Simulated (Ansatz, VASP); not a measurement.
Two plane-wave programs on Te2Mo

```
Te Mo
1.0
     3.51820    0.00000    0.00000
    -1.75910    3.04685    0.00000
     0.00000    0.00000   13.97360
Te Mo
4 2
Direct
  0.66667 0.33333 0.37900
  0.33333 0.66667 0.87900
  0.66667 0.33333 0.12100
  0.33333 0.66667 0.62100
  0.66667 0.33333 0.75000
  0.33333 0.66667 0.25000
```

Alike in both runs: task relaxation of cell and atoms; functional PBEsol; k mesh 9 × 9 × 2; occupations fermi-dirac, width 0.05 eV; no spin polarisation.

|  | VASP | Ansatz |
| --- | --- | --- |
| version | VASP 6.6.1 | Ansatz 0.2.0 |
| potentials or method | VASP PAW PBE potentials, release 64 (Te, Mo_sv) | Ansatz PAW |
| plane-wave cutoff (eV) | 600 | 420 |
| valence electrons in the cell | 52 | 92 |

```tsv
	VASP	Ansatz	Ansatz less VASP
gap on the k mesh at the Fermi level, each at its own relaxed structure (eV)	0.78	0.80	+0.012
relaxed volume (Å³/atom)	24.67	24.69	+0.020
relaxed cell length with the largest relative difference (Å)	14.000	14.010	+0.0102
```

VASP's potentials were made for PBE, not for PBEsol. VASP's potentials hold 52 valence electrons a cell and Ansatz's 92, so a difference there can come from the potentials and not from the codes.

Spin-orbit coupling is off throughout. Noted on Ansatz's run: odd divisions of the mesh miss points on the zone boundary, where band edges often lie, so the gap on the mesh can be too wide; the plane-wave basis is chosen anew once the cell has moved, so the energies of steps on either side of that aren't comparable.
